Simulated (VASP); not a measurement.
Crystal: BN (zincblende type).

```
CELL_PARAMETERS angstrom
-1.79032 1.79032 0.00000
0.00000 0.00000 3.58063
1.79032 1.79032 0.00000
ATOMIC_POSITIONS crystal
B 0.00000 0.00000 0.00000
B 0.50000 0.50000 0.50000
N 0.00000 0.25000 0.50000
N 0.50000 0.75000 0.00000
```

Base run:

```yaml
Program: VASP 6.6.1
Functional: LDA
Potentials_or_basis: VASP PAW LDA potentials, release 64 (B_h, N_h)
Cutoff: 910 eV
k_mesh: 10 × 7 × 10
Occupations: fermi-dirac, width 0.02 eV
Spin: no spin polarisation
```

Its results: band gap on the k mesh 4.38 eV; pressure 0.4 GPa.

Problem. The run is repeated on the same cell with these changes: potentials or basis from VASP PAW LDA potentials, release 64 (B_h, N_h) to VASP PAW LDA potentials, release 64 (B, N); cutoff from 910 eV to 520 eV. What comes out?

Solution. Band gap on the k mesh 4.38 eV; pressure 1.0 GPa.

Caveats: the cutoff is under 1.25 times the usual one of these potentials, so pressure, stress and relaxed cells hold a basis-set (Pulay) error (some runs).

A k mesh can miss the band edges.
